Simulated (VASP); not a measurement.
Here is a VASP 6.6.1 calculation.

Contents of INCAR:

```
SYSTEM = BeTe
PREC     = Accurate       ! precision mode
ENCUT    = 520            ! plane-wave cutoff, eV
EDIFF    = 1E-8           ! SCF threshold, eV
ISMEAR   = 0              ! smearing method
SIGMA    = 0.01           ! smearing width, eV
LREAL    = .FALSE.        ! projectors in reciprocal space
LASPH    = .TRUE.         ! aspherical terms in the spheres
NELM     = 80             ! most SCF steps
ALGO     = Normal         ! electronic algorithm
ISIF     = 2              ! what is computed and relaxed
LWAVE    = .FALSE.        ! write WAVECAR
LCHARG   = .FALSE.        ! write CHGCAR
NBANDS   = 11             ! bands
IBRION   = 8              ! ionic algorithm
NSW      = 1              ! ionic steps
```

The input KPOINTS:

```
regular mesh
0
G
  8 8 8
  0 0 0
```

File POSCAR:

```
BeTe
1.0
    2.8088821884      2.8088821884      0.0000000000
   -2.8088821884      2.8088821884      0.0000000000
    0.0000000000      2.8088821884      2.8088821884
Be Te
1 1
Direct
    0.0000000000      0.0000000000      0.0000000000
    0.7500000000      0.2500000000      0.5000000000
```

Potentials or basis: VASP PAW LDA potentials, release 64 (Be, Te).

Command:

```bash
$ cat potpaw_LDA.64/Be/POTCAR potpaw_LDA.64/Te/POTCAR > POTCAR
$ mpirun -np 1 vasp_std > vasp.out
```

Task: Estimate the highest phonon frequency at Γ, LO-TO splitting left out.

Result: 462 cm⁻¹.

Phonon frequencies in cm⁻¹ (negative: imaginary):
| q point | frequencies |
| --- | --- |
| (0.000, 0.000, 0.000) | 0 0 0 462 462 462 |

Caveat: the cell wasn't relaxed at this level first, which shifts response properties.
